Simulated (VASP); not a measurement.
# Dy3C (P6/mmm) in VASP: single point with PBE

Aim: the single point of Dy3C with PBE.

All numbers are computed with VASP 6.6.1; they aren't measurements. Logs are shortened: lines on timing, memory, paths and dates and some standing lists are left out, and cuts for length are marked.

## (1) The cell of the first run

Symmetry: P6/mmm, No. 191, hexagonal system. The conventional cell has a = 5.811 Å, b = 5.811 Å, c = 3.132 Å, α = 90.00°, β = 90.00°, γ = 120.00°. Within 3.8 Å of Dy (site symmetry mmm) lie 6 Dy at 2.91 to 3.13 Å and 4 C at 3.30 Å. C (site symmetry 6/mmm) has 2 C at 3.13 Å and 12 Dy at 3.30 Å within 4.1 Å.

The cell was built from a structure type or drawn by symmetry, and may not be a known phase.

## (2) Single point, PBE

File INCAR:

```
SYSTEM = Dy3C
PREC     = Accurate       ! precision mode
ENCUT    = 600            ! plane-wave cutoff, eV
EDIFF    = 1E-6           ! SCF threshold, eV
ISMEAR   = 0              ! smearing method
SIGMA    = 0.2            ! smearing width, eV
LREAL    = .FALSE.        ! projectors in reciprocal space
LASPH    = .TRUE.         ! aspherical terms in the spheres
NELM     = 200            ! most SCF steps
ALGO     = Normal         ! electronic algorithm
ISIF     = 2              ! what is computed and relaxed
LWAVE    = .FALSE.        ! write WAVECAR
LCHARG   = .FALSE.        ! write CHGCAR
GGA      = PE             ! functional
NBANDS   = 24             ! bands
GGA_COMPAT= .FALSE.      
LMAXMIX  = 6              ! l up to which the mixer works
```

File KPOINTS:

```
regular mesh
0
G
  5 5 4
  0 0 0
```

File POSCAR:

```
Dy3C
1.0
    5.8111866912      0.0000000000      0.0000000000
   -2.9055933456      5.0326353007      0.0000000000
    0.0000000000      0.0000000000      3.1324906988
Dy C
3 1
Direct
    0.5000000000      0.0000000000      0.5000000000
    0.0000000000      0.5000000000      0.5000000000
    0.5000000000      0.5000000000      0.5000000000
    0.0000000000      0.0000000000      0.0000000000
```

Potentials or basis: VASP PAW PBE potentials, release 64 (Dy_3, C), 4f in core.

Started as:

```sh
cat potpaw_PBE.64/Dy_3/POTCAR potpaw_PBE.64/C/POTCAR > POTCAR
mpirun -np 1 vasp_std > vasp.out
```

OUTCAR:

```text
SYSTEM = Dy3C
   PREC = Accurate
   ENCUT = 600
   EDIFF = 1E-6
   ISMEAR = 0
   LREAL = .FALSE.
   LASPH = .TRUE.
   NELM = 200
   ISIF = 2
   GGA = PE

 ion  position               nearest neighbor table
   1  0.500  0.000  0.500-   2 2.91   3 2.91   3 2.91   2 2.91
   2  0.000  0.500  0.500-   1 2.91   1 2.91   3 2.91   3 2.91
   3  0.500  0.500  0.500-   1 2.91   1 2.91   2 2.91   2 2.91
   4  0.000  0.000  0.000-

  LATTYP: Found a hexagonal cell.
 ALAT       =     5.8111866912
 C/A-ratio  =     0.5390449258

  Lattice vectors:

 A1 = (   5.8111866912,   0.0000000000,   0.0000000000)
 A2 = (  -2.9055933456,   5.0326353007,   0.0000000000)
 A3 = (   0.0000000000,   0.0000000000,   3.1324906988)

Analysis of symmetry for initial positions (statically):
=====================================================================
 Subroutine PRICEL returns:
 Original cell was already a primitive cell.

 Routine SETGRP: Setting up the symmetry group for a
 hexagonal supercell.

 Subroutine GETGRP returns: Found 24 space group operations
 (whereof 24 operations were pure point group operations)
 out of a pool of 24 trial point group operations.

The static configuration has the point symmetry D_6h.

Analysis of symmetry for dynamics (positions and initial velocities):
=====================================================================
 Subroutine PRICEL returns:
 Original cell was already a primitive cell.

 Routine SETGRP: Setting up the symmetry group for a
 hexagonal supercell.

 Subroutine GETGRP returns: Found 24 space group operations
 (whereof 24 operations were pure point group operations)
 out of a pool of 24 trial point group operations.

The dynamic configuration has the point symmetry D_6h.

 Subroutine INISYM returns: Found 24 space group operations
 (whereof 24 operations are pure point group operations),
 and found     1 'primitive' translations

----------------------------------------------------------------------------------------

                                     Primitive cell

  volume of cell :      91.6115

  direct lattice vectors                    reciprocal lattice vectors
     5.811186691  0.000000000  0.000000000     0.172081892  0.099351527  0.000000000
    -2.905593346  5.032635301  0.000000000     0.000000000  0.198703053  0.000000000
     0.000000000  0.000000000  3.132490699     0.000000000  0.000000000  0.319234787

[... 76 lines left out ...]
   NELM   =    200;   NELMIN=  2; NELMDL= -5     # of ELM steps
   EDIFF  = 0.1E-05   stopping-criterion for ELM
   LREAL  =      F    real-space projection
   EDIFFG = 0.1E-04   stopping-criterion for IOM
   NSW    =      0    number of steps for IOM
   IBRION =     -1    ionic relax: 0-MD 1-quasi-New 2-CG
   NFREE  =      0    steps in history (QN), initial steepest desc. (CG)
   ISIF   =      2    stress and relaxation
   ISYM   =      2    0-nonsym 1-usesym 2-fastsym
   POTIM  = 0.5000    time-step for ionic-motion
   TEBEG  =    0.0;   TEEND  =   0.0 temperature during run
   PSTRESS=    0.0 pullay stress
   NELECT =      31.0000    total number of electrons
   NUPDOWN=      -1.0000    fix difference up-down
   EMIN   =  10.00;   EMAX   =-10.00  energy-range for DOS
   EFERMI =   0.00;   METHOD = LEGACY
   ISMEAR =     0;   SIGMA  =   0.20  broadening in eV -4-tet -1-fermi 0-gaus
   EFERMI_NEDOS =   21; number of points for ismear=-14 and -15
   IALGO  =     38    algorithm
   IMIX   =      4    mixing-type and parameters
     AMIX     =   0.40;   BMIX     =  1.00
     AMIX_MAG =   1.60;   BMIX_MAG =  1.00
  volume/ion in A,a.u.               =      22.90       154.56
  Fermi-wavevector in a.u.,A,eV,Ry     =   1.140807  2.155812 17.707163  1.301440
  Thomas-Fermi vector in A             =   2.277508
   LORBIT       =      0    0 simple, 1 ext, 2 COOP (PROOUT), +10 PAW based schemes
   GGA     = PE    functional components
   LHFCALC =     F    Hartree Fock is set to
   AEXX    =    0.0000 exact exchange contribution
   IVDW    =     0    specifies the selected vdW correction
   LEPSILON=     F    determine dielectric tensor
   LRPA    =     F    only Hartree local field effects (RPA)
 non-spin polarized calculation
 Gauss-broadening in eV      SIGMA  =   0.20
  energy-cutoff  :      600.00
  volume of cell :       91.61
 maximum number of plane-waves:      3076
 NGX is ok and might be reduce to    48
   NGX = 23   NGY = 23   NGZ = 13

 number of electron      31.0000002 magnetization

 Free energy of the ion-electron system (eV)
  ---------------------------------------------------
  ext. energy  EPLUGINS =         0.00000000
  ---------------------------------------------------
  free energy    TOTEN  =       -16.95955741 eV

  energy without entropy =      -16.87711546  energy(sigma->0) =      -16.91833644

 E-fermi :   3.6134     XC(G=0): -10.4715

 val. band max:        3.5625877261   @ k =   0.4000   0.0000   0.2500
 cond. band min:       3.6259584627   @ k =   0.0000   0.0000   0.5000
 fundamental gap:      0.0633707366
 Fermi energy:         3.6133868357

 k-point     1 :       0.0000    0.0000    0.0000
  band No.  band energies     occupation
      1     -21.1967      2.00000
      2     -20.2817      2.00000
      3     -20.2817      2.00000
      4     -19.2498      2.00000
      5     -18.9974      2.00000
      6     -18.9404      2.00000
[... 394 lines left out ...]
     23       6.8683      0.00000
     24       7.3970      0.00000

------------------------ aborting loop because EDIFF is reached ----------------------------------------

  FORCE on cell =-STRESS in cart. coord.  units (eV):
  Direction    XX          YY          ZZ          XY          YZ          ZX
  --------------------------------------------------------------------------------------
  -------------------------------------------------------------------------------------
  Total        0.3687906      0.3687906      0.0796781      0.0000000     -0.0000000      0.0000000
  in kB        6.4497128      6.4497128      1.3934760      0.0000000     -0.0000000      0.0000000
  external PRESSURE =       4.7643006 kB  Pullay stress =       0.0000000 kB

 VOLUME and BASIS-vectors are now :
 -----------------------------------------------------------------------------
  energy-cutoff  :      600.00
  volume of cell :       91.61
      direct lattice vectors                 reciprocal lattice vectors
     5.811186691  0.000000000  0.000000000     0.172081892  0.099351527  0.000000000
    -2.905593346  5.032635301  0.000000000     0.000000000  0.198703053  0.000000000
     0.000000000  0.000000000  3.132490699     0.000000000  0.000000000  0.319234787

 POSITION                                       TOTAL-FORCE (eV/Angst)
 -----------------------------------------------------------------------------------
      2.90559      0.00000      1.56625         0.000000      0.000000      0.000000
     -1.45280      2.51632      1.56625         0.000000      0.000000      0.000000
      1.45280      2.51632      1.56625        -0.000000      0.000000      0.000000
      0.00000      0.00000      0.00000        -0.000000      0.000000      0.000000
 -----------------------------------------------------------------------------------
    total drift:                               -0.000000      0.000000     -0.000000

  FREE ENERGIE OF THE ION-ELECTRON SYSTEM (eV)
  ---------------------------------------------------
  free  energy   TOTEN  =       -16.9595574139 eV

  energy  without entropy=      -16.8771154650  energy(sigma->0) =      -16.91833644
```

It took 32 s on 1 thread of AMD EPYC 9R45 (Zen 5), shared host; peak memory 0.22 GiB.

Results:

```
Free energy            : -16.9596 eV
Pressure               : 0.5 GPa
Band gap on the k mesh : zero (an odd number of electrons rules out a gap without spin polarisation)
```

Stress tensor (GPa, compression positive):
```
0.64 0.00 0.00
0.00 0.64 0.00
0.00 0.00 0.14
```

Caveat: the k points lie up to 0.50 Å⁻¹ apart, too coarse for converged energies and pressures of a metal; spin-orbit coupling is left out, which moves the levels of the heavy elements; the 4f electrons are frozen in the core, so they carry no moment and show no levels.
